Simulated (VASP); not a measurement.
Here is a VASP 6.6.1 calculation.

The input INCAR:

```
ALGO = Normal
EDIFF = 1E-6
ENCUT = 520
GGA = PS
ISIF = 2
ISMEAR = -1
LASPH = T
LCHARG = T
LELF = T
LREAL = F
LVHAR = T
LWAVE = F
NBANDS = 35
NELM = 60
PREC = Accurate
SIGMA = 0.05
```

The input KPOINTS:

```
k-points
0
Gamma
  6 6 2
```

POSCAR

```
Sr2PbSe3
1.0
    4.3635288427     -0.0000654252      0.0000143270
   -2.1818201979      3.7792899748      0.0000278400
    0.0000320368      0.0000969691     10.7083218723
Sr Pb Se
2 1 3
Direct
    0.3353118612      0.6599748657      0.8364765472
    0.6685943226      0.3265876770      0.1719483198
    0.0018861512     -0.0068432840      0.5042175582
    0.3352659835      0.6599257060      0.3377918033
    0.6686023557      0.3265928900      0.6706271863
    0.0019601199     -0.0067056982      0.0042087995
```

Potentials or basis: VASP PAW PBE potentials, release 64 (Sr_sv, Pb_d, Se).

The run is started by

```sh
$ cat potpaw_PBE.64/Sr_sv/POTCAR potpaw_PBE.64/Pb_d/POTCAR potpaw_PBE.64/Se/POTCAR > POTCAR
$ mpirun -np 1 vasp_std > vasp.out
```

Task: Predict the largest force.

Result: 0.022 eV/Å.

Task: What does it give for the pressure?

Result: 0.1 GPa.

Task: What does it give for the band gap on the k mesh?

Result: 1.58 eV.

Forces on the atoms (eV/Å):
```
Sr   0.000  0.000  0.004
Sr   0.000  0.000 -0.005
Pb   0.000  0.001  0.000
Se   0.000  0.000  0.022
Se   0.000  0.000 -0.022
Se   0.000  0.000  0.000
```

Caveat: the PAW data sets were made with another functional, which shifts forces and pressure a little; spin-orbit coupling is left out, which moves the levels of the heavy elements. A k mesh can miss the band edges.
